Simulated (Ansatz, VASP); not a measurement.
One calculation of InAs, two programs

The input INCAR:

```
SYSTEM = InAs
ALGO = Normal
EDIFF = 1E-6
ENCUT = 500
GGA = CA
GGA_COMPAT = .FALSE.
ISIF = 2
ISMEAR = 0
LASPH = .TRUE.
LCHARG = .FALSE.
LREAL = .FALSE.
LWAVE = .FALSE.
NBANDS = 16
NELM = 120
PREC = Accurate
SIGMA = 0.1
```

KPOINTS

```
k-points
0
G
  12 12 12
  0 0 0
```

The input POSCAR:

```
InAs
1.0
    0.0000000000      3.0129534732      3.0129534732
    3.0129534732      0.0000000000      3.0129534732
    3.0129534732      3.0129534732      0.0000000000
In As
1 1
Direct
    0.0000000000      0.0000000000      0.0000000000
    0.2500000000      0.2500000000      0.2500000000
```

Input for Ansatz:

```yaml
crystal:
  lattice:
    - [0.0, 3.0129534736, 3.0129534736]
    - [3.0129534736, 0.0, 3.0129534736]
    - [3.0129534736, 3.0129534736, 0.0]
  atoms:
    - { symbol: In, position: [0.0, 0.0, 0.0] }
    - { symbol: As, position: [0.25, 0.25, 0.25] }
basis:
  ecutwfc: 420
kpoints:
  mp_grid: { grid: [12, 12, 12] }
  band_path:
    path:
      - [[0.0, 0.0, 0.0], [-0.5, -0.5, 0.0], [-0.375, -0.375, 0.25]]
      - [[-0.375, 0.0, 0.375], [0.0, 0.0, 0.0], [0.0, 0.0, 0.5], [-0.5, -0.25, 0.25], [-0.5, -0.5, 0.0]]
    npoints: 10
hamiltonian:
  xc: lda
  pseudopotentials: { kind: paw, azcp: { folder: soft_1 } }
scf:
  occupations: { method: gaussian, width: 0.1 }
  n_extra_bands: 7
output:
  forces: true
  stress: true
  eigenvalues: true
  dos: { projected: false, de: 0.02, nscf_kmesh: { grid: [18, 18, 18] } }
  write_density: true
  write_potential: true
  elf: true
  volumetric_format: npy
```

Alike in both runs: task single point; functional LDA; k mesh 12 × 12 × 12; occupations gaussian, width 0.1 eV; no spin polarisation.

|  | VASP | Ansatz |
| --- | --- | --- |
| version | VASP 6.6.1 | Ansatz 0.2.0 |
| potentials or method | VASP PAW LDA potentials, release 64 (In_d, As), cutoff 500 eV | scalar-relativistic, plane waves, PAW |
| valence electrons in the cell | 18 | 28 |

VASP gave:

```
gap on the k mesh at the Fermi level (eV) : none
pressure (GPa)                            : 0.1
```

Which values does Ansatz return?

gap on the k mesh at the Fermi level (eV): none; pressure (GPa): 0.0.

Ansatz warns that its potentials were made for another functional, while VASP's fit it. LDA's correlation is that of Perdew and Zunger in VASP and of Perdew and Wang (1992) in Ansatz. A gap of «none» marks a metal or a gap that the smearing closes. VASP's potentials hold 18 valence electrons a cell and Ansatz's 28, so a difference there can come from the potentials and not from the codes.
